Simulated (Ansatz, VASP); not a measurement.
One calculation of Au, two programs

File INCAR:

```
PREC     = Accurate       # precision mode
ENCUT    = 520            # plane-wave cutoff, eV
EDIFF    = 1E-7           # SCF threshold, eV
ISMEAR   = 0              # smearing method
SIGMA    = 0.1            # smearing width, eV
LREAL    = False          # projectors in reciprocal space
LASPH    = True           # aspherical terms in the spheres
NELM     = 80             # most SCF steps
ALGO     = Fast           # electronic algorithm
ISIF     = 2              # what is computed and relaxed
LWAVE    = False          # write WAVECAR
LCHARG   = False          # write CHGCAR
GGA      = PS             # functional
NBANDS   = 18             # bands
```

KPOINTS

```
regular mesh
0
Gamma
  18 18 14
```

Contents of POSCAR:

```
Au
1.0
    2.0418799352      2.0418799352      0.0000000000
   -2.0418799352      2.0418799352      0.0000000000
    0.0000000000      0.0000000000      4.1654350678
Au
2
Direct
    0.0000000000      0.0000000000      0.0000000000
    0.5000000000      0.5000000000      0.5000000000
```

Input for Ansatz:

```yaml
crystal:
  lattice:
    - [2.0418799352, 2.0418799352, 0.0]
    - [-2.0418799352, 2.0418799352, 0.0]
    - [0.0, 0.0, 4.1654350678]
  atoms:
    - { symbol: Au, position: [0.0, 0.0, 0.0] }
    - { symbol: Au, position: [0.5, 0.5, 0.5] }
basis:
  ecutwfc: 420
kpoints:
  mp_grid: { grid: [18, 18, 14] }
hamiltonian:
  xc: pbesol
scf:
  occupations: { method: gaussian, width: 0.1 }
output:
  forces: true
  stress: true
  eigenvalues: true
```

Change from the starting cell: strain along c alone, the other axes held, atoms relaxed: +2.0 %.

Alike in both runs: task single point; functional PBEsol; k mesh 18 × 18 × 14; occupations gaussian, width 0.1 eV; no spin polarisation.

|  | VASP | Ansatz |
| --- | --- | --- |
| version | VASP 6.6.1 | Ansatz 0.2.0 |
| potentials or method | VASP PAW PBE potentials, release 64 (Au), cutoff 520 eV | scalar-relativistic, plane waves, PAW |
| valence electrons in the cell | 22 | 38 |

Ansatz gave:

| Quantity | Value |
| --- | --- |
| gap on the k mesh at the Fermi level (eV) | none |
| pressure (GPa) | -3.4 |
| traceless stress, the component that is largest in VASP (GPa) | -0.69 |

**Question.** Which values does VASP return?

**Answer.** gap on the k mesh at the Fermi level (eV): none; pressure (GPa): -3.6; traceless stress, the component that is largest in VASP (GPa): -0.69.

VASP's potentials were made for PBE, not for PBEsol. A gap of «none» marks a metal or a gap that the smearing closes. VASP's potentials hold 22 valence electrons a cell and Ansatz's 38, so a difference there can come from the potentials and not from the codes.

Neither program's run includes spin-orbit coupling.
